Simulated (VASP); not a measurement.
Wanted: the native input for a VASP 6.6.1 run.

- Task: single point
- Functional: PBE
- Potentials or basis: VASP PAW PBE potentials, release 64 (Pb_d, S)
- Cutoff: 520 eV
- k mesh: 6 × 6 × 4
- Occupations: gaussian, width 0.01 eV
- Spin: no spin polarisation
- Dipole correction: no
- Further INCAR settings: ALGO = Normal; EDIFF = 1e-07; NBANDS = 28

The structure of PbS lies in POSCAR:

```
PbS
1.0
    5.0756808223      0.0000000000      0.0000000000
   -2.5378404111      4.3956685336      0.0000000000
    0.0000000000      0.0000000000      6.0979024118
Pb S
2 2
Direct
    0.3333333333      0.6666666667      0.2500000000
    0.6666666667      0.3333333333      0.7500000000
    0.6666666667      0.3333333333      0.2500000000
    0.3333333333      0.6666666667      0.7500000000
```

These files were run (other wordings do the same):

INCAR

```
PREC = Accurate
ENCUT = 520
EDIFF = 1E-7
ISMEAR = 0
SIGMA = 0.01
LREAL = F
LASPH = T
NELM = 80
ALGO = Normal
ISIF = 2
LWAVE = F
LCHARG = F
GGA = PE
NBANDS = 28
```

KPOINTS

```
Automatic mesh
0
Gamma
  6 6 4
```

Potentials or basis: VASP PAW PBE potentials, release 64 (Pb_d, S).

Launch:

```console
$ cat potpaw_PBE.64/Pb_d/POTCAR potpaw_PBE.64/S/POTCAR > POTCAR
$ mpirun -np 1 vasp_std > vasp.out
```

Results of the run:

- Pressure: -1.2 GPa
- Band gap on the k mesh: 1.48 eV

Caveat: spin-orbit coupling is left out, which moves the levels of the heavy elements.

It took 44 s on 1 thread of Intel(R) Xeon(R) 6975P-C (Granite Rapids) (shared host), peak memory 0.29 GiB.
